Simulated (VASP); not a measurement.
Write the native input for VASP 6.6.1 that does the following.

| Property | Result |
| --- | --- |
| Task | single point |
| Functional | r2SCAN |
| Potentials or basis | VASP PAW PBE potentials, release 64 (Hf_pv, N) |
| Cutoff | 520 eV |
| k mesh | 10 × 10 × 5 |
| Occupations | fermi-dirac, width 0.1 eV |
| Spin | no spin polarisation |
| Dipole correction | no |
| Further INCAR settings | ALGO = Normal; EDIFF = 1e-06; NBANDS = 23 |

HfN:

```
Hf N
1.0
     3.13391    0.00000    0.00000
    -1.56695    2.71404    0.00000
     0.00000    0.00000    5.41677
Hf N
2 2
Direct
  0.66667 0.33333 0.75000
  0.33333 0.66667 0.25000
  0.00000 0.00000 0.00000
  0.00000 0.00000 0.50000
```

One way to write it, as run:

POSCAR

```
HfN
1.0
    3.1339100000      0.0000000000      0.0000000000
   -1.5669500000      2.7140400000      0.0000000000
    0.0000000000      0.0000000000      5.4167700000
Hf N
2 2
Direct
    0.6666666667      0.3333333333      0.7500000000
    0.3333333333      0.6666666667      0.2500000000
    0.0000000000      0.0000000000      0.0000000000
    0.0000000000      0.0000000000      0.5000000000
```

INCAR.step1

```
SYSTEM = HfN
  PREC = Accurate
  ENCUT = 520
  ISMEAR = -1
  SIGMA = 0.1
  LREAL = .FALSE.
  LASPH = .TRUE.
  NELM = 100
  NBANDS = 23
  GGA = PE
  ALGO = Normal
  EDIFF = 1E-4
  LWAVE = .TRUE.
  LCHARG = .FALSE.
```

INCAR.step2

```
SYSTEM = HfN
  PREC = Accurate
  ENCUT = 520
  EDIFF = 1E-6
  ISMEAR = -1
  SIGMA = 0.1
  LREAL = .FALSE.
  LASPH = .TRUE.
  NELM = 100
  ALGO = Normal
  ISIF = 2
  LWAVE = .FALSE.
  LCHARG = .TRUE.
  METAGGA = R2SCAN
  LMIXTAU = .TRUE.
  LELF = .TRUE.
  LVHAR = .TRUE.
  NBANDS = 23
  ISTART = 1
```

KPOINTS

```
regular mesh
0
G
  10 10 5
  0 0 0
```

Potentials or basis: VASP PAW PBE potentials, release 64 (Hf_pv, N).

Run with:

```sh
$ cat potpaw_PBE.64/Hf_pv/POTCAR potpaw_PBE.64/N/POTCAR > POTCAR
$ cp INCAR.step1 INCAR
$ mpirun -np 1 vasp_std > vasp.out
$ cp INCAR.step2 INCAR
$ mpirun -np 1 vasp_std > vasp.out
```

It gave:

The pressure is -0.3 GPa. The band gap on the k mesh is zero (band 15 reaches 9.57 eV, above the bottom of band 16 at 7.83 eV).

Caveat: the PAW data sets were made with another functional, which shifts forces and pressure a little; spin-orbit coupling is left out, which moves the levels of the heavy elements.

It took 92 s on 1 thread of Intel(R) Xeon(R) Platinum 8488C (Sapphire Rapids), with other jobs on the host, peak memory 0.19 GiB.
